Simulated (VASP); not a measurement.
Runs of VASP 6.6.1 on CO2. The structure is that of space group Pa-3 (No. 205), or close to it. The cells are those of the table. 

```csv
cell,gap on the mesh (eV),pressure (GPa),largest force (eV/Å)
"a = 6.058, b = 6.058, c = 6.300 Å, 12 atoms",6.47,-2.3,0.95
"a = 6.058, b = 6.058, c = 5.997 Å, 12 atoms",6.65,2.2,1.05
"a = 6.058, b = 6.058, c = 6.118 Å, 12 atoms",(c),(b),0.23
"a = 6.058, b = 6.058, c = 6.179 Å, 12 atoms",(a),-0.6,0.17
"a = 6.058, b = 6.058, c = 6.239 Å, 12 atoms",6.51,-1.5,0.56
```

Alike in all rows: task single point; level PBE; potentials or basis VASP PAW PBE potentials, release 64 (C, O); no spin polarisation; k mesh 4 × 4 × 4; cutoff (eV) 520; smearing gaussian 0.05 eV.

Task: Fill in the values left out.

Result: (a) 6.54; (b) 0.3; (c) 6.58.

Caveats: this functional lacks dispersion, which holds the molecules together, so the pressure and a relaxed volume are unreliable; forces of over 1 eV/Å act on the atoms, so gaps and moduli don't describe the material at rest (at least some runs).

A k mesh can miss the band edges.
